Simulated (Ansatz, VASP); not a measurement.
# One calculation of BN, two programs

POSCAR

```
BN
1.0
    0.0000000000      1.7458259401      1.7458259401
    1.7458259401      0.0000000000      1.7458259401
    1.7458259401      1.7458259401      0.0000000000
B N
1 1
Direct
    0.0000000000      0.0000000000      0.0000000000
    0.5000000000      0.5000000000      0.5000000000
```

The input INCAR.step1:

```
SYSTEM = BN
ALGO = Normal
EDIFF = 1E-4
ENCUT = 520
GGA = PE
ISMEAR = 0
LASPH = .True.
LCHARG = .False.
LREAL = .False.
LWAVE = .True.
NBANDS = 11
NELM = 60
PREC = Accurate
SIGMA = 0.01
```

Contents of INCAR.step2:

```
SYSTEM = BN
ALGO = Normal
EDIFF = 1E-6
ENCUT = 520
ISIF = 2
ISMEAR = 0
ISTART = 1
LASPH = .True.
LCHARG = .False.
LMIXTAU = .True.
LREAL = .False.
LWAVE = .False.
METAGGA = R2SCAN
NBANDS = 11
NELM = 60
PREC = Accurate
SIGMA = 0.01
```

The input KPOINTS:

```
k-points
0
Gamma
  12 12 12
  0 0 0
```

Input for Ansatz:

```yaml
crystal:
  lattice:
    - [0.0, 1.7458259401, 1.7458259401]
    - [1.7458259401, 0.0, 1.7458259401]
    - [1.7458259401, 1.7458259401, 0.0]
  atoms:
    - { symbol: B, position: [0.0, 0.0, 0.0] }
    - { symbol: "N", position: [0.5, 0.5, 0.5] }
kpoints:
  mp_grid: { grid: [12, 12, 12] }
  band_path:
    path:
      - [0.0, 0.0, 0.0]
      - [0.5, 0.0, 0.5]
      - [0.625, 0.25, 0.625]
      - [0.375, 0.375, 0.75]
      - [0.5, 0.5, 0.5]
      - [0.5, 0.25, 0.75]
      - [0.0, 0.166667, -0.167969]
      - [0.0, 0.5, 0.5]
    npoints: 1
hamiltonian:
  xc: r2scan
scf:
  occupations: { method: fixed }
  n_extra_bands: 4
output:
  forces: true
  stress: true
  eigenvalues: true
```

Alike in both runs: task single point; functional r2SCAN; k mesh 12 × 12 × 12; no spin polarisation.

|  | VASP | Ansatz |
| --- | --- | --- |
| version | VASP 6.6.1 | Ansatz 0.2.0 |
| potentials or method | VASP PAW PBE potentials, release 64 (B, N) | plane waves, PAW |
| plane-wave cutoff (eV) | 520 | 500 |
| occupations | gaussian, width 0.01 eV | fixed |
| valence electrons in the cell | 8 | 8 |

```tsv
	VASP	Ansatz	Ansatz less VASP
gap on the k mesh at the Fermi level (eV)	1.33	1.34	+0.011
pressure (GPa)	0.4	0.0	-0.39
```

VASP's potentials were made for PBE, not for r2SCAN.
